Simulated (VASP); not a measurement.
# CdS (P3_221) in VASP: notebook

The runs below take CdS through single point, with PBE.

All numbers are computed with VASP 6.6.1; they aren't measurements. Logs are shortened: lines on timing, memory, paths and dates and some standing lists are left out, and cuts for length are marked.

## 1. The cell of the first run

Symmetry: P3_221, No. 154, trigonal system. Conventional cell: a = 6.277 Å, b = 6.277 Å, c = 3.702 Å, α = 90.00°, β = 90.00°, γ = 120.00°. Within 3.2 Å of Cd (site symmetry 2) lie 4 S at 2.41 to 2.45 Å. Within 3.2 Å of S (site symmetry 2) lie 4 Cd at 2.41 to 2.45 Å.

The cell was generated, and may not be a known phase.

## 2. Single point, PBE

Input file INCAR:

```
PREC = Accurate ; ENCUT = 520
EDIFF = 1E-7 ; ISMEAR = 0
SIGMA = 0.1 ; LREAL = False
LASPH = True ; NELM = 100
ALGO = Normal ; ISIF = 2
LWAVE = False ; LCHARG = False
GGA = PE ; NBANDS = 36
```

Input file KPOINTS:

```
Automatic mesh
0
Gamma
  3 3 6
```

Input file POSCAR:

```
CdS
1.0
    6.2771403500      0.0000000000      0.0000000000
   -3.1385701700      5.4361630000      0.0000000000
    0.0000000000      0.0000000000      3.7018975000
Cd S
3 3
Direct
    0.6226507000      0.0000000000      0.6666666700
    0.0000000000      0.6226507000      0.3333333300
    0.3773493000      0.3773493000      0.0000000000
    0.3773493000      0.0000000000      0.1666666700
    0.0000000000      0.3773493000      0.8333333300
    0.6226507000      0.6226507000      0.5000000000
```

Potentials or basis: VASP PAW PBE potentials, release 64 (Cd, S).

Run with:

```console
cat potpaw_PBE.64/Cd/POTCAR potpaw_PBE.64/S/POTCAR > POTCAR
mpirun -np 1 vasp_std > vasp.out
```

OUTCAR:

```text
PREC = Accurate
   ENCUT = 520
   EDIFF = 1E-7
   ISMEAR = 0
   LREAL = False
   LASPH = True
   NELM = 100
   ISIF = 2
   GGA = PE

 ion  position               nearest neighbor table
   1  0.623  0.000  0.667-   4 2.41   4 2.41   5 2.45   6 2.45   3 3.63   3 3.63   2 3.63   2 3.63

   2  0.000  0.623  0.333-   5 2.41   5 2.41   4 2.45   6 2.45   3 3.63   3 3.63   1 3.63   1 3.63

   3  0.377  0.377  0.000-   6 2.41   6 2.41   4 2.45   5 2.45   1 3.63   1 3.63   2 3.63   2 3.63

   4  0.377  0.000  0.167-   1 2.41   1 2.41   2 2.45   3 2.45
   5  0.000  0.377  0.833-   2 2.41   2 2.41   1 2.45   3 2.45
   6  0.623  0.623  0.500-   3 2.41   3 2.41   1 2.45   2 2.45

  LATTYP: Found a hexagonal cell.
 ALAT       =     6.2771403500
 C/A-ratio  =     0.5897426684

  Lattice vectors:

 A1 = (   6.2771403500,   0.0000000000,   0.0000000000)
 A2 = (  -3.1385701700,   5.4361630000,   0.0000000000)
 A3 = (   0.0000000000,   0.0000000000,   3.7018975000)

Analysis of symmetry for initial positions (statically):
=====================================================================
 Subroutine PRICEL returns:
 Original cell was already a primitive cell.

 Routine SETGRP: Setting up the symmetry group for a
 hexagonal supercell.

 Subroutine GETGRP returns: Found  6 space group operations
 (whereof  2 operations were pure point group operations)
 out of a pool of 24 trial point group operations.

The static configuration has the point symmetry C_2 .
 The point group associated with its full space group is D_3 .

Analysis of symmetry for dynamics (positions and initial velocities):
=====================================================================
 Subroutine PRICEL returns:
 Original cell was already a primitive cell.

 Routine SETGRP: Setting up the symmetry group for a
 hexagonal supercell.

 Subroutine GETGRP returns: Found  6 space group operations
 (whereof  2 operations were pure point group operations)
 out of a pool of 24 trial point group operations.

The dynamic configuration has the point symmetry C_2 .
 The point group associated with its full space group is D_3 .

 Subroutine INISYM returns: Found  6 space group operations
 (whereof  2 operations are pure point group operations),
 and found     1 'primitive' translations

----------------------------------------------------------------------------------------

                                     Primitive cell

  volume of cell :     126.3219

  direct lattice vectors                    reciprocal lattice vectors
     6.277140350  0.000000000  0.000000000     0.159308211  0.091976639  0.000000000
    -3.138570170  5.436163000  0.000000000     0.000000000  0.183953277  0.000000000
     0.000000000  0.000000000  3.701897500     0.000000000  0.000000000  0.270131736

  length of vectors
     6.277140350  6.277140342  3.701897500     0.183953277  0.183953277  0.270131736

  position of ions in fractional coordinates (direct lattice)
     0.622650700  0.000000000  0.666666670
     0.000000000  0.622650700  0.333333330
     0.377349300  0.377349300  0.000000000
     0.377349300  0.000000000  0.166666670
     0.000000000  0.377349300  0.833333330
     0.622650700  0.622650700  0.500000000

  ion indices of the primitive-cell ions
   primitive index   ion index
                 1           1
                 2           2
                 3           3
                 4           4
                 5           5
                 6           6

----------------------------------------------------------------------------------------

 KPOINTS: Automatic mesh

Automatic generation of k-mesh.
 Grid dimensions read from file:
 generate k-points for:    3    3    6

 Generating k-lattice:

  Cartesian coordinates                     Fractional coordinates (reciprocal lattice)
     0.053102737  0.030658880  0.000000000     0.333333333 -0.000000000  0.000000000
     0.000000000  0.061317759  0.000000000     0.000000000  0.333333333  0.000000000
     0.000000000  0.000000000  0.045021956     0.000000000  0.000000000  0.166666667

  Length of vectors
     0.061317759  0.061317759  0.045021956

  Shift w.r.t. Gamma in fractional coordinates (k-lattice)
     0.000000000  0.000000000  0.000000000

 Subroutine IBZKPT returns following result:
 ===========================================

 Found     14 irreducible k-points:

 Following reciprocal coordinates:
            Coordinates               Weight
  0.000000  0.000000  0.000000      1.000000
  0.333333  0.000000  0.000000      6.000000
  0.333333  0.333333  0.000000      2.000000
  0.000000  0.000000  0.166667      2.000000
  0.333333  0.000000  0.166667      6.000000
  0.000000  0.333333  0.166667      6.000000
  0.333333  0.333333  0.166667      4.000000
  0.000000  0.000000  0.333333      2.000000
  0.333333  0.000000  0.333333      6.000000
  0.000000  0.333333  0.333333      6.000000
  0.333333  0.333333  0.333333      4.000000
  0.000000  0.000000  0.500000      1.000000
  0.333333  0.000000  0.500000      6.000000
  0.333333  0.333333  0.500000      2.000000
   k-points           NKPTS =     14   k-points in BZ     NKDIM =     14   number of bands    NBANDS=     36
   number of dos      NEDOS =    301   number of ions     NIONS =      6
   total plane-waves  NPLWV =  64512
   dimension x,y,z NGX =    48 NGY =   48 NGZ =   28
   dimension x,y,z NGXF=    96 NGYF=   96 NGZF=   56
   ions per type =               3   3
   NGX,Y,Z   is equivalent  to a cutoff of  12.71, 12.71, 12.57 a.u.
   NGXF,Y,Z  is equivalent  to a cutoff of  25.42, 25.42, 25.15 a.u.
 SYSTEM =  unknown system
   PREC   = accura    normal or accurate (medium, high low for compatibility)
   ISTART =      0    job   : 0-new  1-cont  2-samecut
   ICHARG =      2    charge: 1-file 2-atom 10-const
   ISPIN  =      1    spin polarized calculation?
   LNONCOLLINEAR =      F non collinear calculations
   LSORBIT =      F    spin-orbit coupling
   LASPH  =      T    aspherical Exc in radial PAW
   ENCUT  =  520.0 eV  38.22 Ry    6.18 a.u.  11.67 11.67  6.88*2*pi/ulx,y,z
   NELM   =    100;   NELMIN=  2; NELMDL= -5     # of ELM steps
   EDIFF  = 0.1E-06   stopping-criterion for ELM
   LREAL  =      F    real-space projection
   EDIFFG = 0.1E-05   stopping-criterion for IOM
   NSW    =      0    number of steps for IOM
   IBRION =     -1    ionic relax: 0-MD 1-quasi-New 2-CG
   NFREE  =      0    steps in history (QN), initial steepest desc. (CG)
   ISIF   =      2    stress and relaxation
   ISYM   =      2    0-nonsym 1-usesym 2-fastsym
   POTIM  = 0.5000    time-step for ionic-motion
   TEBEG  =    0.0;   TEEND  =   0.0 temperature during run
   PSTRESS=    0.0 pullay stress
   NELECT =      54.0000    total number of electrons
   NUPDOWN=      -1.0000    fix difference up-down
   EMIN   =  10.00;   EMAX   =-10.00  energy-range for DOS
   EFERMI =   0.00;   METHOD = LEGACY
   ISMEAR =     0;   SIGMA  =   0.10  broadening in eV -4-tet -1-fermi 0-gaus
   EFERMI_NEDOS =   21; number of points for ismear=-14 and -15
   IALGO  =     38    algorithm
   IMIX   =      4    mixing-type and parameters
     AMIX     =   0.40;   BMIX     =  1.00
     AMIX_MAG =   1.60;   BMIX_MAG =  1.00
  volume/ion in A,a.u.               =      21.05       142.08
  Fermi-wavevector in a.u.,A,eV,Ry     =   1.233237  2.330480 20.692737  1.520873
  Thomas-Fermi vector in A             =   2.367975
   LORBIT       =      0    0 simple, 1 ext, 2 COOP (PROOUT), +10 PAW based schemes
   GGA     = PE    functional components
   LHFCALC =     F    Hartree Fock is set to
   AEXX    =    0.0000 exact exchange contribution
   IVDW    =     0    specifies the selected vdW correction
   LEPSILON=     F    determine dielectric tensor
   LRPA    =     F    only Hartree local field effects (RPA)
 non-spin polarized calculation
 Gauss-broadening in eV      SIGMA  =   0.10
  energy-cutoff  :      520.00
  volume of cell :      126.32
 maximum number of plane-waves:      3426
 NGX is ok and might be reduce to    48
   NGX = 23   NGY = 23   NGZ = 13

 number of electron      53.9999995 magnetization

 Free energy of the ion-electron system (eV)
  ---------------------------------------------------
  ext. energy  EPLUGINS =         0.00000000
  ---------------------------------------------------
  free energy    TOTEN  =       -16.81122356 eV

  energy without entropy =      -16.81122356  energy(sigma->0) =      -16.81122356

 E-fermi :   3.2062     XC(G=0):  -9.9838

 val. band max:        2.7487837437   @ k =   0.0000   0.0000   0.0000
 cond. band min:       4.1846331357   @ k =   0.0000   0.0000   0.0000
 fundamental gap:      1.4358493920
 Fermi energy:         3.2062131521

 k-point     1 :       0.0000    0.0000    0.0000
  band No.  band energies     occupation
      1     -10.6314      2.00000
      2      -9.7460      2.00000
      3      -9.7460      2.00000
      4      -5.6463      2.00000
      5      -5.6463      2.00000
      6      -5.3880      2.00000
[... 28 lines left out ...]
     35      10.6583      0.00000
     36      10.6583      0.00000

 k-point     2 :       0.3333    0.0000    0.0000
  band No.  band energies     occupation
      1     -10.4064      2.00000
      2      -9.9204      2.00000
      3      -9.7932      2.00000
      4      -5.5955      2.00000
      5      -5.5530      2.00000
      6      -5.4015      2.00000
[... 28 lines left out ...]
     35      10.0592      0.00000
     36      10.6850      0.00000

 k-point     3 :       0.3333    0.3333    0.0000
  band No.  band energies     occupation
      1     -10.1231      2.00000
      2     -10.1231      2.00000
      3      -9.8732      2.00000
      4      -5.4989      2.00000
      5      -5.4989      2.00000
      6      -5.4074      2.00000
[... 28 lines left out ...]
     35      10.1233      0.00000
     36      11.1537      0.00000

 k-point     4 :       0.0000    0.0000    0.1667
  band No.  band energies     occupation
      1     -10.5014      2.00000
      2      -9.7419      2.00000
      3      -9.6953      2.00000
      4      -5.5903      2.00000
      5      -5.5824      2.00000
      6      -5.4036      2.00000
[... 28 lines left out ...]
     35      10.1440      0.00000
     36      10.6741      0.00000

 k-point     5 :       0.3333    0.0000    0.1667
  band No.  band energies     occupation
      1     -10.2947      2.00000
      2      -9.8806      2.00000
      3      -9.7476      2.00000
      4      -5.5758      2.00000
      5      -5.5092      2.00000
      6      -5.3837      2.00000
[... 265 lines left out ...]
 k-point    12 :       0.0000    0.0000    0.5000
  band No.  band energies     occupation
      1      -9.8903      2.00000
      2      -9.8903      2.00000
      3      -9.5821      2.00000
      4      -5.4534      2.00000
      5      -5.3243      2.00000
      6      -5.3243      2.00000
[... 28 lines left out ...]
     35       9.8782      0.00000
     36      12.4676      0.00000

 k-point    13 :       0.3333    0.0000    0.5000
  band No.  band energies     occupation
      1      -9.8456      2.00000
      2      -9.8142      2.00000
      3      -9.6568      2.00000
      4      -5.5271      2.00000
      5      -5.4212      2.00000
      6      -5.3668      2.00000
[... 28 lines left out ...]
     35      10.3730      0.00000
     36      11.0414      0.00000

 k-point    14 :       0.3333    0.3333    0.5000
  band No.  band energies     occupation
      1      -9.7667      2.00000
      2      -9.7667      2.00000
      3      -9.7591      2.00000
      4      -5.5798      2.00000
      5      -5.4123      2.00000
      6      -5.4123      2.00000
[... 28 lines left out ...]
     35       9.7072      0.00000
     36       9.7114      0.00000

------------------------ aborting loop because EDIFF is reached ----------------------------------------

  FORCE on cell =-STRESS in cart. coord.  units (eV):
  Direction    XX          YY          ZZ          XY          YZ          ZX
  --------------------------------------------------------------------------------------
  -------------------------------------------------------------------------------------
  Total       11.3227793     11.3227793     15.3321686      0.0000000      0.0000000     -0.0000000
  in kB      143.6100805    143.6100802    194.4623227      0.0000001      0.0000000     -0.0000000
  external PRESSURE =     160.5608278 kB  Pullay stress =       0.0000000 kB

 VOLUME and BASIS-vectors are now :
 -----------------------------------------------------------------------------
  energy-cutoff  :      520.00
  volume of cell :      126.32
      direct lattice vectors                 reciprocal lattice vectors
     6.277140350  0.000000000  0.000000000     0.159308211  0.091976639  0.000000000
    -3.138570170  5.436163000  0.000000000     0.000000000  0.183953277  0.000000000
     0.000000000  0.000000000  3.701897500     0.000000000  0.000000000  0.270131736

 POSITION                                       TOTAL-FORCE (eV/Angst)
 -----------------------------------------------------------------------------------
      3.90847      0.00000      2.46793         0.831859      0.000000     -0.000000
     -1.95423      3.38483      1.23397        -0.415929      0.720411      0.000000
      1.18434      2.05133      0.00000        -0.415929     -0.720411      0.000000
      2.36867      0.00000      0.61698        -1.069773      0.000000      0.000000
     -1.18434      2.05133      3.08491         0.534887     -0.926451     -0.000000
      1.95423      3.38483      1.85095         0.534887      0.926451      0.000000
 -----------------------------------------------------------------------------------
    total drift:                               -0.000004     -0.000003      0.000000

  FREE ENERGIE OF THE ION-ELECTRON SYSTEM (eV)
  ---------------------------------------------------
  free  energy   TOTEN  =       -16.8112235565 eV

  energy  without entropy=      -16.8112235565  energy(sigma->0) =      -16.81122356
```

It took 76 s on 1 thread of AMD EPYC 7R13 (Zen 3), shared host; peak memory 0.22 GiB.

What came out:

- Free energy: -16.8112 eV
- Pressure: 16.1 GPa
- Largest force: 1.070 eV/Å
- Band gap on the k mesh: 1.44 eV

Forces on the atoms (eV/Å):
```
Cd   0.832  0.000  0.000
Cd  -0.416  0.720  0.000
Cd  -0.416 -0.720  0.000
S   -1.070  0.000  0.000
S    0.535 -0.926  0.000
S    0.535  0.926  0.000
```

Stress tensor (GPa, compression positive):
```
14.36  0.00  0.00
 0.00 14.36  0.00
 0.00  0.00 19.45
```

Caveat: the stress differs along the axes, from 14 to 19 GPa; forces of over 1 eV/Å act on the atoms, so gaps and moduli don't describe the material at rest.

[end of part 1 of 2]
